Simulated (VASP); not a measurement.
# SrTl2Co2 (I4/mmm) in VASP: single point with r2SCAN

Aim: the single point of SrTl2Co2 with r2SCAN.

Program: VASP 6.6.1. These are calculated values, not measurements. Logs are shortened: lines on timing, memory, paths and dates and some standing lists are left out, and cuts for length are marked.

**1. The cell of the first run**

The structure is tetragonal, space group I4/mmm (No. 139). Conventional cell: a = 4.101 Å, b = 4.101 Å, c = 12.548 Å, α = 90.00°, β = 90.00°, γ = 90.00°. Tl (site symmetry 4mm) has 4 Co at 2.42 Å within 3.2 Å. Within 4.5 Å of Sr (site symmetry 4/mmm) lie 10 Tl at 3.44 to 4.42 Å and 8 Co at 3.75 Å and 4 Sr at 4.10 Å. Within 3.2 Å of Co (site symmetry -4m2) lie 4 Tl at 2.42 Å and 4 Co at 2.90 Å.

**2. Single point, r2SCAN**

Contents of POSCAR:

```
SrTl2Co2
1.0
    0.0000000000      4.1005230000      0.0000000000
    4.1005230000      0.0000000000      0.0000000000
    2.0502610000      2.0502610000     -6.2739950000
Tl Sr Co
2 1 2
Direct
    0.3525000000      0.3525000000      0.2950000000
    0.6475000000      0.6475000000      0.7050000000
    0.0000000000      0.0000000000      0.0000000000
    0.7500000000      0.2500000000      0.5000000000
    0.2500000000      0.7500000000      0.5000000000
```

Contents of INCAR.step1:

```
SYSTEM = SrTl2Co2
PREC = Accurate ; ENCUT = 520
ISMEAR = 1 ; SIGMA = 0.2331
LREAL = .False. ; LASPH = .True.
NELM = 100 ; NBANDS = 35
GGA = PE ; ALGO = Normal
EDIFF = 1E-4 ; LWAVE = .True.
LCHARG = .False.
```

Contents of INCAR.step2:

```
SYSTEM = SrTl2Co2
PREC = Accurate ; ENCUT = 520
EDIFF = 1E-6 ; ISMEAR = 1
SIGMA = 0.2331 ; LREAL = .False.
LASPH = .True. ; NELM = 100
ALGO = Normal ; ISIF = 2
LWAVE = .False. ; LCHARG = .False.
METAGGA = R2SCAN ; LMIXTAU = .True.
NBANDS = 35 ; ISTART = 1
```

Contents of KPOINTS:

```
regular mesh
0
Gamma
  9 9 9
  0 0 0
```

Potentials or basis: VASP PAW PBE potentials, release 64 (Tl_d, Sr_sv, Co).

On the command line:

```console
> cat potpaw_PBE.64/Tl_d/POTCAR potpaw_PBE.64/Sr_sv/POTCAR potpaw_PBE.64/Co/POTCAR > POTCAR
> cp INCAR.step1 INCAR
> mpirun -np 1 vasp_std > vasp.out
> cp INCAR.step2 INCAR
> mpirun -np 1 vasp_std > vasp.out
```

OUTCAR:

```text
SYSTEM = SrTl2Co2
   PREC = Accurate
   ENCUT = 520
   EDIFF = 1E-6
   ISMEAR = 1
   LREAL = .False.
   LASPH = .True.
   NELM = 100
   ISIF = 2
   METAGGA = R2SCAN
   ISTART = 1

 ion  position               nearest neighbor table
   1  0.352  0.352  0.295-   4 2.42   5 2.42   5 2.42   4 2.42   3 3.44   3 3.44   3 3.44   3 3.44
                             2 3.70   2 3.88   2 3.88   2 3.88   2 3.88   3 4.42
   2  0.648  0.648  0.705-   4 2.42   5 2.42   5 2.42   4 2.42   3 3.44   3 3.44   3 3.44   3 3.44
                             1 3.70   1 3.88   1 3.88   1 3.88   1 3.88   3 4.42
   3  0.000  0.000  0.000-   1 3.44   2 3.44   2 3.44   2 3.44   1 3.44   1 3.44   2 3.44   1 3.44
                             5 3.75   4 3.75   5 3.75   4 3.75   4 3.75   5 3.75   5 3.75   4 3.75
   4  0.750  0.250  0.500-   1 2.42   2 2.42   1 2.42   2 2.42   5 2.90   5 2.90   5 2.90   5 2.90
                             3 3.75   3 3.75   3 3.75   3 3.75
   5  0.250  0.750  0.500-   1 2.42   2 2.42   1 2.42   2 2.42   4 2.90   4 2.90   4 2.90   4 2.90
                             3 3.75   3 3.75   3 3.75   3 3.75

  LATTYP: Found a body centered tetragonal cell.
 ALAT       =     4.1005230000
 C/A-ratio  =     3.0600950171

  Lattice vectors:

 A1 = (  -2.0502610000,   2.0502620000,   6.2739950000)
 A2 = (   2.0502620000,  -2.0502610000,   6.2739950000)
 A3 = (   2.0502610000,   2.0502610000,  -6.2739950000)

Analysis of symmetry for initial positions (statically):
=====================================================================
 Subroutine PRICEL returns:
 Original cell was already a primitive cell.

 Routine SETGRP: Setting up the symmetry group for a
 body centered tetragonal supercell.

 Subroutine GETGRP returns: Found 16 space group operations
 (whereof 16 operations were pure point group operations)
 out of a pool of 16 trial point group operations.

The static configuration has the point symmetry D_4h.

Analysis of symmetry for dynamics (positions and initial velocities):
=====================================================================
 Subroutine PRICEL returns:
 Original cell was already a primitive cell.

 Routine SETGRP: Setting up the symmetry group for a
 body centered tetragonal supercell.

 Subroutine GETGRP returns: Found 16 space group operations
 (whereof 16 operations were pure point group operations)
 out of a pool of 16 trial point group operations.

The dynamic configuration has the point symmetry D_4h.

 Subroutine INISYM returns: Found 16 space group operations
 (whereof 16 operations are pure point group operations),
 and found     1 'primitive' translations

----------------------------------------------------------------------------------------

                                     Primitive cell

  volume of cell :     105.4928

  direct lattice vectors                    reciprocal lattice vectors
     0.000000000  4.100523000  0.000000000     0.000000000  0.243871331  0.079694019
     4.100523000  0.000000000  0.000000000     0.243871331  0.000000000  0.079694019
     2.050261000  2.050261000 -6.273995000     0.000000000  0.000000000 -0.159388077

  length of vectors
     4.100523000  4.100523000  6.911595590     0.256562590  0.256562590  0.159388077

  position of ions in fractional coordinates (direct lattice)
     0.352500000  0.352500000  0.295000000
     0.647500000  0.647500000  0.705000000
     0.000000000  0.000000000  0.000000000
     0.750000000  0.250000000  0.500000000
     0.250000000  0.750000000  0.500000000

  ion indices of the primitive-cell ions
   primitive index   ion index
                 1           1
                 2           2
                 3           3
                 4           4
                 5           5

----------------------------------------------------------------------------------------

 KPOINTS: regular mesh

Automatic generation of k-mesh.
 Grid dimensions read from file:
 generate k-points for:    9    9    9

 Generating k-lattice:

  Cartesian coordinates                     Fractional coordinates (reciprocal lattice)
     0.000000000  0.027096815  0.008854891     0.111111111  0.000000000  0.000000000
     0.027096815  0.000000000  0.008854891     0.000000000  0.111111111  0.000000000
     0.000000000  0.000000000 -0.017709786     0.000000000  0.000000000  0.111111111

  Length of vectors
     0.028506954  0.028506954  0.017709786

  Shift w.r.t. Gamma in fractional coordinates (k-lattice)
     0.000000000  0.000000000  0.000000000

 Subroutine IBZKPT returns following result:
 ===========================================

 Found     75 irreducible k-points:

 Following reciprocal coordinates:
            Coordinates               Weight
  0.000000  0.000000  0.000000      1.000000
  0.111111  0.000000  0.000000      8.000000
  0.222222  0.000000  0.000000      8.000000
  0.333333  0.000000  0.000000      8.000000
  0.444444  0.000000  0.000000      8.000000
  0.111111  0.111111  0.000000      8.000000
[... 16 lines left out ...]
 -0.333333  0.333333  0.000000      4.000000
  0.444444  0.444444  0.000000      8.000000
 [... further k-points ...]
   k-points           NKPTS =     75   k-points in BZ     NKDIM =     75   number of bands    NBANDS=     35
   number of dos      NEDOS =    301   number of ions     NIONS =      5
   total plane-waves  NPLWV =  48600
   dimension x,y,z NGX =    30 NGY =   30 NGZ =   54
   dimension x,y,z NGXF=    60 NGYF=   60 NGZF=  108
   ions per type =               2   1   2
   NGX,Y,Z   is equivalent  to a cutoff of  12.16, 12.16, 12.99 a.u.
   NGXF,Y,Z  is equivalent  to a cutoff of  24.33, 24.33, 25.98 a.u.
 SYSTEM =  SrTl2Co2
   PREC   = accura    normal or accurate (medium, high low for compatibility)
   ISTART =      1    job   : 0-new  1-cont  2-samecut
   ICHARG =      0    charge: 1-file 2-atom 10-const
   ISPIN  =      1    spin polarized calculation?
   LNONCOLLINEAR =      F non collinear calculations
   LSORBIT =      F    spin-orbit coupling
   LASPH  =      T    aspherical Exc in radial PAW
   ENCUT  =  520.0 eV  38.22 Ry    6.18 a.u.   7.62  7.62 12.85*2*pi/ulx,y,z
   NELM   =    100;   NELMIN=  2; NELMDL=  0     # of ELM steps
   EDIFF  = 0.1E-05   stopping-criterion for ELM
   LREAL  =      F    real-space projection
   EDIFFG = 0.1E-04   stopping-criterion for IOM
   NSW    =      0    number of steps for IOM
   IBRION =     -1    ionic relax: 0-MD 1-quasi-New 2-CG
   NFREE  =      0    steps in history (QN), initial steepest desc. (CG)
   ISIF   =      2    stress and relaxation
   ISYM   =      2    0-nonsym 1-usesym 2-fastsym
   POTIM  = 0.5000    time-step for ionic-motion
   TEBEG  =    0.0;   TEEND  =   0.0 temperature during run
   PSTRESS=    0.0 pullay stress
   NELECT =      54.0000    total number of electrons
   NUPDOWN=      -1.0000    fix difference up-down
   EMIN   =  10.00;   EMAX   =-10.00  energy-range for DOS
   EFERMI =   0.00;   METHOD = LEGACY
   ISMEAR =     1;   SIGMA  =   0.23  broadening in eV -4-tet -1-fermi 0-gaus
   EFERMI_NEDOS =   21; number of points for ismear=-14 and -15
   IALGO  =     38    algorithm
   IMIX   =      4    mixing-type and parameters
     AMIX     =   0.40;   BMIX     =  1.00
     AMIX_MAG =   1.60;   BMIX_MAG =  1.00
  volume/ion in A,a.u.               =      21.10       142.38
  Fermi-wavevector in a.u.,A,eV,Ry     =   1.309579  2.474746 23.333970  1.714998
  Thomas-Fermi vector in A             =   2.440169
   LORBIT       =      0    0 simple, 1 ext, 2 COOP (PROOUT), +10 PAW based schemes
   METAGGA = R2SCAN    functional components
   LHFCALC =     F    Hartree Fock is set to
   AEXX    =    0.0000 exact exchange contribution
   IVDW    =     0    specifies the selected vdW correction
   LEPSILON=     F    determine dielectric tensor
   LRPA    =     F    only Hartree local field effects (RPA)
 non-spin polarized calculation
 Methfessel and Paxton  Order N= 1 SIGMA  =   0.23
  energy-cutoff  :      520.00
  volume of cell :      105.49
 maximum number of plane-waves:      2861
   NGX = 15   NGY = 15   NGZ = 25

 number of electron      54.0000005 magnetization

 Free energy of the ion-electron system (eV)
  ---------------------------------------------------
  ext. energy  EPLUGINS =         0.00000000
  ---------------------------------------------------
  free energy    TOTEN  =      -145.32431425 eV

  energy without entropy =     -145.34697306  energy(sigma->0) =     -145.33186719

 E-fermi :   6.5226     XC(G=0): -11.4581

 val. band max:        6.5208077506   @ k =   0.4444   0.0000   0.2222
 cond. band min:       6.5255973479   @ k =   0.3333   0.0000   0.1111
 fundamental gap:      0.0047895974
 Fermi energy:         6.5226292896

 k-point     1 :       0.0000    0.0000    0.0000
  band No.  band energies     occupation
      1     -30.5429      2.00000
      2     -11.9318      2.00000
      3     -11.9318      2.00000
      4     -11.9041      2.00000
      5      -5.5456      2.00000
      6      -5.4610      2.00000
[... 27 lines left out ...]
     34      11.9128      0.00000
     35      12.8454      0.00000

 k-point     2 :       0.1111    0.0000    0.0000
  band No.  band energies     occupation
      1     -30.5419      2.00000
      2     -11.9539      2.00000
      3     -11.9299      2.00000
      4     -11.9007      2.00000
      5      -5.5332      2.00000
      6      -5.4510      2.00000
[... 27 lines left out ...]
     34      12.0567      0.00000
     35      12.5921      0.00000

 k-point     3 :       0.2222    0.0000    0.0000
  band No.  band energies     occupation
      1     -30.5393      2.00000
      2     -12.0089      2.00000
      3     -11.9249      2.00000
      4     -11.8920      2.00000
      5      -5.5042      2.00000
      6      -5.4341      2.00000
[... 27 lines left out ...]
     34      11.7105      0.00000
     35      12.5800      0.00000
[... 723 lines left out ...]
 k-point    23 :      -0.3333    0.3333    0.0000
  band No.  band energies     occupation
      1     -30.5298      2.00000
      2     -12.0521      2.00000
      3     -12.0459      2.00000
      4     -11.8669      2.00000
      5      -5.5436      2.00000
      6      -5.5032      2.00000
[... 27 lines left out ...]
     34      11.4826      0.00000
     35      12.1446      0.00000

 k-point    24 :       0.4444    0.4444    0.0000
  band No.  band energies     occupation
      1     -30.5261      2.00000
      2     -12.0796      2.00000
      3     -12.0787      2.00000
      4     -11.8594      2.00000
      5      -5.5688      2.00000
      6      -5.5349      2.00000
[... 27 lines left out ...]
     34      11.9765      0.00000
     35      12.2576      0.00000

 [... further k-points ...]

------------------------ aborting loop because EDIFF is reached ----------------------------------------

  FORCE on cell =-STRESS in cart. coord.  units (eV):
  Direction    XX          YY          ZZ          XY          YZ          ZX
  --------------------------------------------------------------------------------------
  -------------------------------------------------------------------------------------
  Total        8.0442328      8.0442328      3.5075825      0.0000000      0.0000003      0.0000003
  in kB      122.1722417    122.1722417     53.2716070      0.0000000      0.0000042      0.0000042
  external PRESSURE =      99.2053635 kB  Pullay stress =       0.0000000 kB

 VOLUME and BASIS-vectors are now :
 -----------------------------------------------------------------------------
  energy-cutoff  :      520.00
  volume of cell :      105.49
      direct lattice vectors                 reciprocal lattice vectors
     0.000000000  4.100523000  0.000000000     0.000000000  0.243871331  0.079694019
     4.100523000  0.000000000  0.000000000     0.243871331  0.000000000  0.079694019
     2.050261000  2.050261000 -6.273995000     0.000000000  0.000000000 -0.159388077

 POSITION                                       TOTAL-FORCE (eV/Angst)
 -----------------------------------------------------------------------------------
      2.05026      2.05026     -1.85083         0.000000      0.000000      2.337927
      4.10052      4.10052     -4.42317        -0.000000     -0.000000     -2.337927
      0.00000      0.00000      0.00000         0.000000     -0.000000     -0.000000
      2.05026      4.10052     -3.13700         0.000000      0.000000     -0.000000
      4.10052      2.05026     -3.13700        -0.000000     -0.000000     -0.000000
 -----------------------------------------------------------------------------------
    total drift:                                0.000000     -0.000000     -0.000000

  FREE ENERGIE OF THE ION-ELECTRON SYSTEM (eV)
  ---------------------------------------------------
  free  energy   TOTEN  =      -145.3243142538 eV

  energy  without entropy=     -145.3469730557  energy(sigma->0) =     -145.33186719
```

Wall time 8.5 min (1 thread of Intel Xeon 6975P-C (Granite Rapids), shared host); peak memory 0.41 GiB.

What came out:

```yaml
Free_energy: -145.3243 eV
Pressure: 9.9 GPa
Largest_force: 2.338 eV/Å
Band_gap_on_the_k_mesh: zero (bands 27 and 28 overlap by 1.17 eV)
```

Forces on the atoms (eV/Å):
```
Tl   0.000  0.000  2.338
Tl   0.000  0.000 -2.338
Sr   0.000  0.000  0.000
Co   0.000  0.000  0.000
Co   0.000  0.000  0.000
```

Stress tensor (GPa, compression positive):
```
12.22  0.00  0.00
 0.00 12.22  0.00
 0.00  0.00  5.33
```

Levels at points of the mesh, in eV from the Fermi level:
| k point | band 23 | band 24 | band 25 | band 26 | band 27 | band 28 | band 29 | band 30 | band 31 | band 32 |
| --- | --- | --- | --- | --- | --- | --- | --- | --- | --- | --- |
| (0.00, 0.00, 0.00) | -0.56 | -0.37 | -0.17 | -0.12 | 0.46 | 0.73 | 0.73 | 1.79 | 4.98 | 5.22 |

Caveat: the stress differs along the axes, from 5 to 12 GPa; the PAW data sets were made with another functional, which shifts forces and pressure a little; spin-orbit coupling is left out, which moves the levels of the heavy elements; the run has no spin polarisation, though such a crystal can be magnetic.
